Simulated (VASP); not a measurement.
# InP (Fm-3m) in VASP: a series of runs

The runs below take InP through electric field gradients, with LDA.

Program: VASP 6.6.1. These are calculated values, not measurements. Logs are shortened: lines on timing, memory, paths and dates and some standing lists are left out, and cuts for length are marked.

## Step 1: The cell of the first run

It takes space group Fm-3m (No. 225, cubic). Conventional cell: a = 5.822 Å, b = 5.822 Å, c = 5.822 Å, α = 90.00°, β = 90.00°, γ = 90.00°. Within 3.8 Å of In (site symmetry m-3m) lie 6 P at 2.91 Å. Within 3.8 Å of P (site symmetry m-3m) lie 6 In at 2.91 Å.

## Step 2: Electric field gradients, LDA (24.67 Å³/atom)

INCAR reads:

```
SYSTEM = InP
ALGO = Normal ; EDIFF = 1E-8
ENCUT = 520 ; GGA = CA
ISIF = 2 ; ISMEAR = -1
LASPH = .TRUE. ; LCHARG = .FALSE.
LEFG = .TRUE. ; LREAL = .FALSE.
LWAVE = .FALSE. ; NBANDS = 16
NELM = 80 ; PREC = Accurate
SIGMA = 0.05
```

KPOINTS reads:

```
k-points
0
G
  11 11 11
  0 0 0
```

POSCAR reads:

```
InP
1.0
    0.0000000000      2.9109946080      2.9109946080
    2.9109946080      0.0000000000      2.9109946080
    2.9109946080      2.9109946080      0.0000000000
In P
1 1
Direct
    0.0000000000      0.0000000000      0.0000000000
    0.5000000000      0.5000000000      0.5000000000
```

Potentials or basis: VASP PAW LDA potentials, release 64 (In_d, P).

The run is started by

```sh
$ cat potpaw_LDA.64/In_d/POTCAR potpaw_LDA.64/P/POTCAR > POTCAR
$ mpirun -np 1 vasp_std > vasp.out
```

OUTCAR:

```text
SYSTEM = InP
   EDIFF = 1E-8
   ENCUT = 520
   GGA = CA
   ISIF = 2
   ISMEAR = -1
   LASPH = .TRUE.
   LREAL = .FALSE.
   NELM = 80
   PREC = Accurate

 ion  position               nearest neighbor table
   1  0.000  0.000  0.000-   2 2.91   2 2.91   2 2.91   2 2.91   2 2.91   2 2.91
   2  0.500  0.500  0.500-   1 2.91   1 2.91   1 2.91   1 2.91   1 2.91   1 2.91

  LATTYP: Found a face centered cubic cell.
 ALAT       =     5.8219892160

  Lattice vectors:

 A1 = (   0.0000000000,   2.9109946080,   2.9109946080)
 A2 = (   2.9109946080,   0.0000000000,   2.9109946080)
 A3 = (   2.9109946080,   2.9109946080,   0.0000000000)

Analysis of symmetry for initial positions (statically):
=====================================================================
 Subroutine PRICEL returns:
 Original cell was already a primitive cell.

 Routine SETGRP: Setting up the symmetry group for a
 face centered cubic supercell.

 Subroutine GETGRP returns: Found 48 space group operations
 (whereof 48 operations were pure point group operations)
 out of a pool of 48 trial point group operations.

The static configuration has the point symmetry O_h .

Analysis of symmetry for dynamics (positions and initial velocities):
=====================================================================
 Subroutine PRICEL returns:
 Original cell was already a primitive cell.

 Routine SETGRP: Setting up the symmetry group for a
 face centered cubic supercell.

 Subroutine GETGRP returns: Found 48 space group operations
 (whereof 48 operations were pure point group operations)
 out of a pool of 48 trial point group operations.

The dynamic configuration has the point symmetry O_h .

 Subroutine INISYM returns: Found 48 space group operations
 (whereof 48 operations are pure point group operations),
 and found     1 'primitive' translations

----------------------------------------------------------------------------------------

                                     Primitive cell

  volume of cell :      49.3349

  direct lattice vectors                    reciprocal lattice vectors
     0.000000000  2.910994608  2.910994608    -0.171762599  0.171762599  0.171762599
     2.910994608  0.000000000  2.910994608     0.171762599 -0.171762599  0.171762599
[... 117 lines left out ...]
  energy-cutoff  :      520.00
  volume of cell :       49.33
 maximum number of plane-waves:      1363
   NGX = 15   NGY = 15   NGZ = 15

 number of electron      17.9999997 magnetization

 Free energy of the ion-electron system (eV)
  ---------------------------------------------------
  ext. energy  EPLUGINS =         0.00000000
  ---------------------------------------------------
  free energy    TOTEN  =        -8.90732228 eV

  energy without entropy =       -8.89857546  energy(sigma->0) =       -8.90294887

 E-fermi :   5.1101     XC(G=0):  -9.9738

 val. band max:        5.1018023523   @ k =  -0.4545   0.0909   0.0000
 cond. band min:       5.1516373479   @ k =  -0.0909   0.0909   0.0000
 fundamental gap:      0.0498349956
 Fermi energy:         5.1100539215

 k-point     1 :       0.0000    0.0000    0.0000
  band No.  band energies     occupation
      1      -8.8741      2.00000
      2      -8.8741      2.00000
      3      -8.8585      2.00000
      4      -8.8585      2.00000
      5      -8.8585      2.00000
      6      -5.8651      2.00000
[... 433 lines left out ...]
      3      -8.8553      2.00000
      4      -8.8364      2.00000
      5      -8.8271      2.00000
      6      -4.9890      2.00000
[... 8 lines left out ...]
     15      14.3208      0.00000
     16      15.6666      0.00000

 [... further k-points ...]
[... 5 lines left out ...]
  --------------------------------------------------------------------------------------
  -------------------------------------------------------------------------------------
  Total       -3.5280454     -3.5280454     -3.5280454     -0.0000000      0.0000000     -0.0000000
  in kB     -114.5751799   -114.5751799   -114.5751799     -0.0000000      0.0000000     -0.0000000
  external PRESSURE =    -114.5751799 kB  Pullay stress =       0.0000000 kB

 VOLUME and BASIS-vectors are now :
 -----------------------------------------------------------------------------
  energy-cutoff  :      520.00
  volume of cell :       49.33
      direct lattice vectors                 reciprocal lattice vectors
     0.000000000  2.910994608  2.910994608    -0.171762599  0.171762599  0.171762599
     2.910994608  0.000000000  2.910994608     0.171762599 -0.171762599  0.171762599
     2.910994608  2.910994608  0.000000000     0.171762599  0.171762599 -0.171762599

 POSITION                                       TOTAL-FORCE (eV/Angst)
 -----------------------------------------------------------------------------------
      0.00000      0.00000      0.00000         0.000000      0.000000      0.000000
      2.91099      2.91099      2.91099        -0.000000     -0.000000     -0.000000
 -----------------------------------------------------------------------------------
    total drift:                                0.000000     -0.000000     -0.000000

  FREE ENERGIE OF THE ION-ELECTRON SYSTEM (eV)
  ---------------------------------------------------
  free  energy   TOTEN  =        -8.9073222849 eV

  energy  without entropy=       -8.8985754559  energy(sigma->0) =       -8.90294887

 Electric field gradients (V/A^2)
---------------------------------------------------------------------
 ion       V_xx      V_yy      V_zz      V_xy      V_xz      V_yz
---------------------------------------------------------------------
   1      -0.000    -0.000    -0.000     0.002     0.002     0.002
   2      -0.000     0.000    -0.000    -0.000    -0.000    -0.000
---------------------------------------------------------------------

 Electric field gradients after diagonalization (V/A^2)
 (convention: |V_zz| > |V_xx| > |V_yy|)
----------------------------------------------------------------------
 ion       V_xx      V_yy      V_zz     asymmetry (V_yy - V_xx)/ V_zz
----------------------------------------------------------------------
   1      -0.002    -0.002     0.004       0.000
   2       0.000     0.000    -0.000       0.000
----------------------------------------------------------------------

           NMR quadrupolar parameters

 Cq : quadrupolar parameter    Cq=e*Q*V_zz/h
 eta: asymmetry parameters     (V_yy - V_xx)/ V_zz
 Q  : nuclear electric quadrupole moment in mb (millibarn)
----------------------------------------------------------------------
 ion       Cq(MHz)       eta       Q (mb)
----------------------------------------------------------------------
   1       0.000       0.000       1.000
   2      -0.000       0.000       1.000
----------------------------------------------------------------------
```

stdout:

```text
POSCAR found type information on POSCAR InP
 POSCAR found :  2 types and       2 ions
 scaLAPACK will be used
 LDA part: xc-table for (Slater(with rela. corr.)+CA(PZ))
 , standard interpolation
 POSCAR, INCAR and KPOINTS ok, starting setup
 FFT: planning ... GRIDC
 FFT: planning ... GRID_SOFT
 FFT: planning ... GRID
 WAVECAR not read
 entering main loop
ion   1

ion   2
```

It took 40 s on 1 thread of Intel Xeon 8259CL, shared host; peak memory 0.18 GiB.

What came out:

```
Free energy                             : -8.9073 eV
Pressure                                : -11.5 GPa
Band gap on the k mesh                  : zero (bands 9 and 10 overlap by 2.15 eV)
Largest electric field gradient by atom : zero within the noise of the run
```

Caveat: the cell stands under tension; spin-orbit coupling is left out, which moves the levels of the heavy elements.

(Part 1 of 2 ends here.)
